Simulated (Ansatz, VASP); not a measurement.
## Si2Sn in VASP and in Ansatz

```
Si Sn
1.0
     2.94949    0.00000    0.00000
    -1.47474    2.55433    0.00000
     0.00000    0.00000    7.98387
Si Sn
2 1
Direct
  0.00000 0.00000 0.84556
  0.00000 0.00000 0.15444
  0.00000 0.00000 0.50000
```

Alike in both runs: functional PBE; k mesh 7 × 7 × 3; occupations gaussian, width 0.2 eV; no spin polarisation.

Ansatz relaxed the structure, and its values are those at the end. VASP's run is a single point on that final structure, the one shown.

```csv
,VASP,Ansatz
version,VASP 6.6.1,Ansatz 0.2.0
potentials or method,"VASP PAW PBE potentials, release 64 (Si, Sn_d), cutoff 500 eV","scalar-relativistic, plane waves, PAW"
valence electrons in the cell,22,22
```

```tsv
	VASP	Ansatz	Ansatz less VASP
gap on the k mesh at the Fermi level (eV)	none	none	-
pressure (GPa)	0.2	0.2	+0.03
rms of the force components (eV/Å)	0.011	0.010	-0.0012
```

A gap of «none» marks a metal or a gap that the smearing closes.
